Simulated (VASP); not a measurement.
# Ag (Im-3m) in VASP: further runs

Ag is run at these levels: B3LYP, PBE0, PBEsol; tasks: single point.

Program: VASP 6.6.1. These are calculated values, not measurements. Logs are shortened: lines on timing, memory, paths and dates and some standing lists are left out, and cuts for length are marked.

### 1 The cell of the first run

Symmetry: Im-3m, No. 229, cubic system. Conventional cell: a = 3.385 Å, b = 3.385 Å, c = 3.385 Å, α = 90.00°, β = 90.00°, γ = 90.00°. Ag (site symmetry m-3m) has 14 Ag at 2.93 to 3.39 Å within 3.9 Å.

This isn't the form of Ag at room conditions, which is fcc.

### 2 Single point, B3LYP

POSCAR

```
Ag
1.0
   -1.6925943332      1.6925943332      1.6925943332
    1.6925943332     -1.6925943332      1.6925943332
    1.6925943332      1.6925943332     -1.6925943332
Ag
1
Direct
    0.0000000000      0.0000000000      0.0000000000
```

INCAR.step1

```
SYSTEM = Ag
  PREC = Accurate
  ENCUT = 520
  EDIFF = 1E-5
  ISMEAR = -1
  SIGMA = 0.05
  LREAL = .False.
  LASPH = .True.
  NELM = 80
  ALGO = Normal
  ISIF = 2
  LWAVE = .True.
  LCHARG = .False.
  NBANDS = 12
  GGA = PE
```

INCAR.step2

```
SYSTEM = Ag
  PREC = Accurate
  ENCUT = 520
  EDIFF = 1E-6
  ISMEAR = -1
  SIGMA = 0.05
  LREAL = .False.
  LASPH = .True.
  NELM = 80
  ALGO = Normal
  ISIF = 2
  LWAVE = .False.
  LCHARG = .False.
  GGA = B3
  LHFCALC = .True.
  AEXX = 0.2
  AGGAX = 0.72
  AGGAC = 0.81
  ALDAC = 0.19
  PRECFOCK = Normal
  NBANDS = 12
  ISTART = 1
```

KPOINTS

```
Automatic mesh
0
Gamma
  6 6 6
  0 0 0
```

Potentials or basis: VASP PAW PBE potentials, release 64 (Ag).

Launch:

```console
$ cat potpaw_PBE.64/Ag/POTCAR > POTCAR
$ cp INCAR.step1 INCAR
$ mpirun -np 1 vasp_std > vasp.out
$ cp INCAR.step2 INCAR
$ mpirun -np 1 vasp_std > vasp.out
```

OUTCAR:

```text
SYSTEM = Ag
   PREC = Accurate
   ENCUT = 520
   EDIFF = 1E-6
   ISMEAR = -1
   LREAL = .False.
   LASPH = .True.
   NELM = 80
   ISIF = 2
   GGA = B3
   LHFCALC = .True.
   AEXX = 0.2
   PRECFOCK = Normal
   ISTART = 1

 ion  position               nearest neighbor table
   1  0.000  0.000  0.000-

  LATTYP: Found a body centered cubic cell.
 ALAT       =     3.3851886664

  Lattice vectors:

 A1 = (  -1.6925943332,   1.6925943332,   1.6925943332)
 A2 = (   1.6925943332,  -1.6925943332,   1.6925943332)
 A3 = (   1.6925943332,   1.6925943332,  -1.6925943332)

Analysis of symmetry for initial positions (statically):
=====================================================================
 Subroutine PRICEL returns:
 Original cell was already a primitive cell.

 Routine SETGRP: Setting up the symmetry group for a
 body centered cubic supercell.

 Subroutine GETGRP returns: Found 48 space group operations
 (whereof 48 operations were pure point group operations)
 out of a pool of 48 trial point group operations.

The static configuration has the point symmetry O_h .

Analysis of symmetry for dynamics (positions and initial velocities):
=====================================================================
 Subroutine PRICEL returns:
 Original cell was already a primitive cell.

 Routine SETGRP: Setting up the symmetry group for a
 body centered cubic supercell.

 Subroutine GETGRP returns: Found 48 space group operations
 (whereof 48 operations were pure point group operations)
 out of a pool of 48 trial point group operations.

The dynamic configuration has the point symmetry O_h .

 Subroutine INISYM returns: Found 48 space group operations
 (whereof 48 operations are pure point group operations),
 and found     1 'primitive' translations

----------------------------------------------------------------------------------------

                                     Primitive cell

  volume of cell :      19.3963

  direct lattice vectors                    reciprocal lattice vectors
    -1.692594333  1.692594333  1.692594333     0.000000000  0.295404510  0.295404510
     1.692594333 -1.692594333  1.692594333     0.295404510  0.000000000  0.295404510
     1.692594333  1.692594333 -1.692594333     0.295404510  0.295404510  0.000000000

  length of vectors
     2.931659382  2.931659382  2.931659382     0.417765065  0.417765065  0.417765065

  position of ions in fractional coordinates (direct lattice)
     0.000000000  0.000000000  0.000000000

  ion indices of the primitive-cell ions
   primitive index   ion index
                 1           1

----------------------------------------------------------------------------------------

 KPOINTS: Automatic mesh

Automatic generation of k-mesh.
 Grid dimensions read from file:
 generate k-points for:    6    6    6

 Generating k-lattice:

  Cartesian coordinates                     Fractional coordinates (reciprocal lattice)
     0.000000000  0.049234085  0.049234085     0.166666667  0.000000000  0.000000000
     0.049234085  0.000000000  0.049234085     0.000000000  0.166666667  0.000000000
     0.049234085  0.049234085  0.000000000     0.000000000  0.000000000  0.166666667

  Length of vectors
     0.069627511  0.069627511  0.069627511

  Shift w.r.t. Gamma in fractional coordinates (k-lattice)
     0.000000000  0.000000000  0.000000000

 Subroutine IBZKPT returns following result:
 ===========================================

 Found     16 irreducible k-points:

 Following reciprocal coordinates:
            Coordinates               Weight
  0.000000  0.000000  0.000000      1.000000
  0.166667  0.000000  0.000000     12.000000
  0.333333  0.000000  0.000000     12.000000
  0.500000  0.000000  0.000000      6.000000
  0.166667  0.166667  0.000000     24.000000
  0.333333  0.166667 -0.000000     48.000000
[... 8 lines left out ...]
  0.500000  0.500000  0.333333     12.000000
  0.500000  0.500000  0.500000      1.000000
   k-points           NKPTS =     16   k-points in BZ     NKDIM =    216   number of bands    NBANDS=     12
   number of dos      NEDOS =    301   number of ions     NIONS =      1
   total plane-waves  NPLWV =  13824
   dimension x,y,z NGX =    24 NGY =   24 NGZ =   24
   dimension x,y,z NGXF=    48 NGYF=   48 NGZF=   48
   ions per type =               1
   NGX,Y,Z   is equivalent  to a cutoff of  13.61, 13.61, 13.61 a.u.
   NGXF,Y,Z  is equivalent  to a cutoff of  27.22, 27.22, 27.22 a.u.
 SYSTEM =  Ag
   PREC   = accura    normal or accurate (medium, high low for compatibility)
   ISTART =      1    job   : 0-new  1-cont  2-samecut
   ICHARG =      0    charge: 1-file 2-atom 10-const
   ISPIN  =      1    spin polarized calculation?
   LNONCOLLINEAR =      F non collinear calculations
   LSORBIT =      F    spin-orbit coupling
   LASPH  =      T    aspherical Exc in radial PAW
   ENCUT  =  520.0 eV  38.22 Ry    6.18 a.u.   5.45  5.45  5.45*2*pi/ulx,y,z
   NELM   =     80;   NELMIN=  2; NELMDL=  0     # of ELM steps
   EDIFF  = 0.1E-05   stopping-criterion for ELM
   LREAL  =      F    real-space projection
   EDIFFG = 0.1E-04   stopping-criterion for IOM
   NSW    =      0    number of steps for IOM
   IBRION =     -1    ionic relax: 0-MD 1-quasi-New 2-CG
   NFREE  =      0    steps in history (QN), initial steepest desc. (CG)
   ISIF   =      2    stress and relaxation
   ISYM   =      3    0-nonsym 1-usesym 2-fastsym
   POTIM  = 0.5000    time-step for ionic-motion
   TEBEG  =    0.0;   TEEND  =   0.0 temperature during run
   PSTRESS=    0.0 pullay stress
   NELECT =      11.0000    total number of electrons
   NUPDOWN=      -1.0000    fix difference up-down
   EMIN   =  10.00;   EMAX   =-10.00  energy-range for DOS
   EFERMI =   0.00;   METHOD = LEGACY
   ISMEAR =    -1;   SIGMA  =   0.05  broadening in eV -4-tet -1-fermi 0-gaus
   EFERMI_NEDOS =   21; number of points for ismear=-14 and -15
   IALGO  =     38    algorithm
   IMIX   =      1    mixing-type and parameters
     AMIX     =   0.40;   BMIX     =  1.00
     AMIX_MAG =   1.60;   BMIX_MAG =  1.00
  volume/ion in A,a.u.               =      19.40       130.89
  Fermi-wavevector in a.u.,A,eV,Ry     =   1.355084  2.560737 24.983730  1.836252
  Thomas-Fermi vector in A             =   2.482201
[... 5 lines left out ...]
   NKREDX  =     1    reduce k-point grid by
   NKREDY  =     1    reduce k-point grid by
   NKREDZ  =     1    reduce k-point grid by
   AEXX    =    0.2000 exact exchange contribution
   HFSCREEN=    0.0000 screening length (either q_TF or 0.3 A-1)
   HFSCREENC=   0.0000 screening length for correlation (either q_TF or 0.3 A-1)
   ENCUTFOCK=  -1.0 apply spherical cutoff to Coloumb kernel
   IVDW    =     0    specifies the selected vdW correction
   LEPSILON=     F    determine dielectric tensor
   LRPA    =     F    only Hartree local field effects (RPA)
 non-spin polarized calculation
  energy-cutoff  :      520.00
  volume of cell :       19.40
 maximum number of plane-waves:       534
 NGX is ok and might be reduce to    24
  NGX = 18; NGY = 18; NGZ = 18

 number of electron      10.9999999 magnetization

 Free energy of the ion-electron system (eV)
  ---------------------------------------------------
  ext. energy  EPLUGINS =         0.00000000
  ---------------------------------------------------
  free energy    TOTEN  =        -2.33301619 eV

  energy without entropy =       -2.31778269  energy(sigma->0) =       -2.32539944

 E-fermi :   7.1775     XC(G=0):  -9.1327

 val. band max:        6.3399960667   @ k =   0.1667   0.1667   0.1667
 cond. band min:       7.1900738911   @ k =   0.3333   0.1667  -0.0000
 fundamental gap:      0.8500778244
 Fermi energy:         7.1775040197

 k-point     1 :       0.0000    0.0000    0.0000
  band No.  band energies     occupation
      1      -0.8831      2.00000
      2       0.9847      2.00000
      3       0.9847      2.00000
      4       0.9847      2.00000
      5       2.1006      2.00000
      6       2.1006      2.00000
      7      25.7004      0.00000
      8      25.7004      0.00000
      9      25.7004      0.00000
     10      30.0811      0.00000
     11      30.0811      0.00000
     12      30.0811      0.00000

 k-point     2 :       0.1667    0.0000    0.0000
  band No.  band energies     occupation
      1      -0.0833      2.00000
      2       0.8166      2.00000
      3       1.1269      2.00000
      4       1.4291      2.00000
      5       1.9696      2.00000
      6       2.1192      2.00000
      7      22.4074      0.00000
      8      24.5995      0.00000
      9      26.0385      0.00000
     10      26.8046      0.00000
     11      27.4949      0.00000
     12      28.4887      0.00000

 k-point     3 :       0.3333    0.0000    0.0000
  band No.  band energies     occupation
      1       0.0886      2.00000
      2       0.4954      2.00000
      3       1.9833      2.00000
      4       2.1770      2.00000
      5       2.4417      2.00000
      6       3.6185      2.00000
      7      15.8189      0.00000
      8      21.9758      0.00000
      9      22.9772      0.00000
     10      26.5844      0.00000
     11      27.4463      0.00000
     12      31.4083      0.00000

 k-point     4 :       0.5000    0.0000    0.0000
  band No.  band energies     occupation
      1      -0.1437      2.00000
      2       0.3416      2.00000
      3       2.0677      2.00000
      4       2.2188      2.00000
      5       3.0312      2.00000
      6       7.6134      0.00033
      7      11.0585      0.00000
      8      20.9375      0.00000
      9      21.3796      0.00000
     10      26.8002      0.00000
     11      27.7473      0.00000
     12      31.7592      0.00000

 k-point     5 :       0.1667    0.1667    0.0000
  band No.  band energies     occupation
      1       0.4260      2.00000
      2       0.8145      2.00000
      3       1.1903      2.00000
      4       1.8673      2.00000
      5       2.1925      2.00000
      6       3.1831      2.00000
      7      19.3259      0.00000
      8      19.7327      0.00000
      9      23.3154      0.00000
     10      26.7234      0.00000
     11      29.2577      0.00000
     12      30.8543      0.00000
[... 108 lines left out ...]
      1       0.5699      2.00000
      2       0.7015      2.00000
      3       1.1113      2.00000
      4       2.0971      2.00000
      5       2.6459      2.00000
      6       9.3046      0.00000
      7      14.3881      0.00000
      8      14.8426      0.00000
      9      23.6212      0.00000
     10      23.9415      0.00000
     11      27.8837      0.00000
     12      30.2593      0.00000

 k-point    14 :      -0.3333    0.3333    0.3333
  band No.  band energies     occupation
      1       0.3816      2.00000
      2       0.5481      2.00000
      3       1.9803      2.00000
      4       1.9803      2.00000
      5       2.3350      2.00000
      6       8.1838      0.00000
      7      17.2256      0.00000
      8      17.2256      0.00000
      9      19.9819      0.00000
     10      21.0553      0.00000
     11      28.0704      0.00000
     12      33.6979      0.00000

 k-point    15 :       0.5000    0.5000    0.3333
  band No.  band energies     occupation
      1       0.1145      2.00000
      2       0.2372      2.00000
      3       2.0582      2.00000
      4       2.3071      2.00000
      5       2.8717      2.00000
      6      12.3854      0.00000
      7      12.6524      0.00000
      8      15.8442      0.00000
      9      20.2914      0.00000
     10      23.0313      0.00000
     11      23.4989      0.00000
     12      33.2506      0.00000

 k-point    16 :       0.5000    0.5000    0.5000
  band No.  band energies     occupation
      1      -0.1685      2.00000
      2      -0.1685      2.00000
      3       2.8194      2.00000
      4       2.8194      2.00000
      5       2.8194      2.00000
      6      14.3893      0.00000
      7      14.3893      0.00000
      8      14.3893      0.00000
      9      19.1805      0.00000
     10      20.6403      0.00000
     11      20.6403      0.00000
     12      34.1872      0.00000

------------------------ aborting loop because EDIFF is reached ----------------------------------------

  FORCE on cell =-STRESS in cart. coord.  units (eV):
  Direction    XX          YY          ZZ          XY          YZ          ZX
  --------------------------------------------------------------------------------------
  -------------------------------------------------------------------------------------
  Total       -0.0046775     -0.0046775     -0.0046775      0.0000000      0.0000000     -0.0000000
  in kB       -0.3863707     -0.3863707     -0.3863707      0.0000000      0.0000000     -0.0000000
  external PRESSURE =      -0.3863707 kB  Pullay stress =       0.0000000 kB

 VOLUME and BASIS-vectors are now :
 -----------------------------------------------------------------------------
  energy-cutoff  :      520.00
  volume of cell :       19.40
      direct lattice vectors                 reciprocal lattice vectors
    -1.692594333  1.692594333  1.692594333     0.000000000  0.295404510  0.295404510
     1.692594333 -1.692594333  1.692594333     0.295404510  0.000000000  0.295404510
     1.692594333  1.692594333 -1.692594333     0.295404510  0.295404510  0.000000000

 POSITION                                       TOTAL-FORCE (eV/Angst)
 -----------------------------------------------------------------------------------
      0.00000      0.00000      0.00000         0.000000      0.000000      0.000000
 -----------------------------------------------------------------------------------
    total drift:                                0.000000      0.000000      0.000000

  FREE ENERGIE OF THE ION-ELECTRON SYSTEM (eV)
  ---------------------------------------------------
  free  energy   TOTEN  =        -2.3330161938 eV

  energy  without entropy=       -2.3177826864  energy(sigma->0) =       -2.32539944
```

Wall time 8.5 min (1 thread of AMD EPYC 7R13 (Zen 3), shared host); peak memory 0.12 GiB.

What came out:

- Free energy: -2.3330 eV
- Pressure: 0.0 GPa
- Band gap on the k mesh: zero (an odd number of electrons rules out a gap without spin polarisation)

Levels at points of the mesh, in eV from the Fermi level:
```tsv
k point	band 1	band 2	band 3	band 4	band 5	band 6	band 7	band 8	band 9	band 10
(0.00, 0.00, 0.00)	-8.06	-6.19	-6.19	-6.19	-5.08	-5.08	18.52	18.52	18.52	22.90
(0.50, 0.00, 0.00)	-7.32	-6.84	-5.11	-4.96	-4.15	0.44	3.88	13.76	14.20	19.62
(0.50, 0.50, 0.50)	-7.35	-7.35	-4.36	-4.36	-4.36	7.21	7.21	7.21	12.00	13.46
```

Caveat: the k points lie up to 0.44 Å⁻¹ apart, too coarse for converged energies and pressures of a metal; the PAW data sets were made with another functional, which shifts forces and pressure a little.

(Continued in part 2 of 2.)
